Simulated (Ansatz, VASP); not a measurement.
# Zr3F2 in VASP and in Ansatz

```xyz
5
Lattice="-2.4002 2.4002 3.8638 2.4002 -2.4002 3.8638 2.4002 2.4002 -3.8638" Properties=species:S:1:pos:R:3 pbc="T T T"
Zr    0.0000    2.4002    1.9319
Zr    2.4002    0.0000    1.9319
Zr    0.0000    0.0000    3.8638
F     0.0000    0.0000    1.6405
F     0.0000    0.0000    6.0871
```

Alike in both runs: functional PBE; k mesh 12 × 12 × 12; occupations gaussian, width 0.1 eV; no spin polarisation.

Ansatz relaxed the structure, and its values are those at the end. VASP's run is a single point on that final structure, the one shown.

|  | VASP | Ansatz |
| --- | --- | --- |
| version | VASP 6.6.1 | Ansatz 0.2.0 |
| potentials or method | VASP PAW PBE potentials, release 64 (Zr_sv, F), cutoff 520 eV | scalar-relativistic, plane waves, PAW |
| valence electrons in the cell | 50 | 50 |

```tsv
	VASP	Ansatz	Ansatz less VASP
gap on the k mesh at the Fermi level (eV)	none	none	-
pressure (GPa)	0.1	0.0	-0.06
rms of the force components (eV/Å)	0.011	0.000	-0.0107
```

A gap of «none» marks a metal or a gap that the smearing closes.
